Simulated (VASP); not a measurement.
LiH: single point with PBE

The system is LiH.

```
Li H
1.0
     1.17824    0.68025    8.44367
    -1.17824    0.68025    8.44367
     0.00000   -1.36051    8.44367
Li H
4 4
Direct
  0.00000 0.00000 0.00000
  0.50000 0.50000 0.50000
  0.91437 0.91437 0.91437
  0.08563 0.08563 0.08563
  0.79253 0.79253 0.79253
  0.20747 0.20747 0.20747
  0.62417 0.62417 0.62417
  0.37583 0.37583 0.37583
```

The cell was generated, and may not be a known phase.

```yaml
Program: VASP 6.6.1
Task: single point
Functional: PBE
Potentials_or_basis: VASP PAW PBE potentials, release 64 (Li_sv, H)
Cutoff: 520 eV
k_mesh: 12 × 12 × 12
Occupations: gaussian, width 0.1 eV
Spin: no spin polarisation
```

The largest force is 0.224 eV/Å and the band gap on the k mesh is 3.40 eV.

Forces on the atoms (eV/Å):
```
Li   0.000  0.000  0.000
Li   0.000  0.000  0.000
Li   0.000  0.000  0.224
Li   0.000  0.000 -0.224
H    0.000  0.000  0.060
H    0.000  0.000 -0.060
H    0.000  0.000 -0.063
H    0.000  0.000  0.063
```

Levels at points of the mesh, in eV from the valence-band top:
```
           k point  band 6  band 7  band 8  band 9  band 10  band 11
(0.00, 0.00, 0.00)   -6.40   -6.39   -5.17    5.70    10.53    10.58
(0.50, 0.00, 0.00)   -3.60   -1.03   -1.02    3.59     5.11     5.88
(0.50, 0.50, 0.00)   -2.59   -2.58    0.00    3.40     5.10     5.56
(0.50, 0.50, 0.50)   -6.96   -5.61   -5.57    6.93     7.14    15.39
```

Run time: 19 min on 1 thread of Intel(R) Xeon(R) Platinum 8259CL CPU @ 2.50GHz (Skylake/Cascade Lake), on a shared host, peak memory 0.56 GiB.

 A k mesh can miss the band edges.
